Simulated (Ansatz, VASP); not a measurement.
Two plane-wave programs on CdCo2

File INCAR:

```
PREC = Accurate ; ENCUT = 600
EDIFF = 1E-6 ; ISMEAR = 0
SIGMA = 0.1 ; LREAL = F
LASPH = T ; NELM = 150
ALGO = Normal ; ISIF = 3
LWAVE = F ; LCHARG = F
ISPIN = 2 ; MAGMOM = 0 1.2 1.2
LORBIT = 11 ; LMAXMIX = 4
GGA = PE ; IBRION = 2
NSW = 90 ; EDIFFG = -0.04
```

Contents of KPOINTS:

```
Automatic mesh
0
Gamma
  6 6 4
```

Contents of POSCAR:

```
CdCo2
1.0
    3.5314355448      0.0000000000      0.0000000000
   -1.7657177724      3.0583128937      0.0000000000
    0.0000000000      0.0000000000      3.8130118009
Cd Co
1 2
Direct
    0.0000000000      0.0000000000      0.0000000000
    0.3333333333      0.6666666667      0.5000000000
    0.6666666667      0.3333333333      0.5000000000
```

Input for Ansatz:

```yaml
crystal:
  lattice:
    - [3.5314355448, 0.0, 0.0]
    - [-1.7657177724, 3.0583128937, 0.0]
    - [0.0, 0.0, 3.8130118009]
  atoms:
    - { symbol: Cd, position: [0.0, 0.0, 0.0] }
    - { symbol: Co, position: [0.3333333333, 0.6666666667, 0.5], spin: 1.2 }
    - { symbol: Co, position: [0.6666666667, 0.3333333333, 0.5], spin: 1.2 }
basis:
  ecutwfc: 420
kpoints:
  mp_grid: { grid: [6, 6, 4] }
hamiltonian:
  xc: pbe
scf:
  occupations: { method: gaussian, width: 0.1 }
  lower_state_search: "off"
output:
  forces: true
  stress: true
  eigenvalues: true
  populations: true
magnetization:
  spin_polarized: true
relax:
  adjacent_minimum: "off"
  f_tol: 0.04
  max_steps: 70
  cell: { stress_tol: 0.4 }
```

Alike in both runs: task relaxation of cell and atoms; functional PBE; k mesh 6 × 6 × 4; occupations gaussian, width 0.1 eV; collinear spin.

```csv
,VASP,Ansatz
version,VASP 6.6.1,Ansatz 0.2.0
potentials or method,"VASP PAW PBE potentials, release 64 (Cd, Co), cutoff 600 eV","scalar-relativistic, plane waves, PAW"
valence electrons in the cell,30,54
```

VASP gave:

| Property | Result |
| --- | --- |
| gap on the k mesh at the Fermi level, each at its own relaxed structure (eV) | none |
| net moment per atom (μB) | 0.96 |
| size of the moment on the site where the two differ most (μB) | 1.50 |
| relaxed volume (Å³/atom) | 14.00 |
| relaxed length of the cell vector where the two differ most in proportion (Å) | 2.771 |

Task: Which values does Ansatz return?

Result: gap on the k mesh at the Fermi level, each at its own relaxed structure (eV): none; net moment per atom (μB): 1.08; size of the moment on the site where the two differ most (μB): 1.68; relaxed volume (Å³/atom): 14.13; relaxed length of the cell vector where the two differ most in proportion (Å): 2.842.

The net moments are unlike, so the other rows may belong to different states. Site moments also hang on the region over which each program counts them. A gap of «none» marks a metal or a gap that the smearing closes. VASP's potentials hold 30 valence electrons a cell and Ansatz's 54, so a difference there can come from the potentials and not from the codes.

The k mesh is coarse, so the values compare programs but aren't converged.
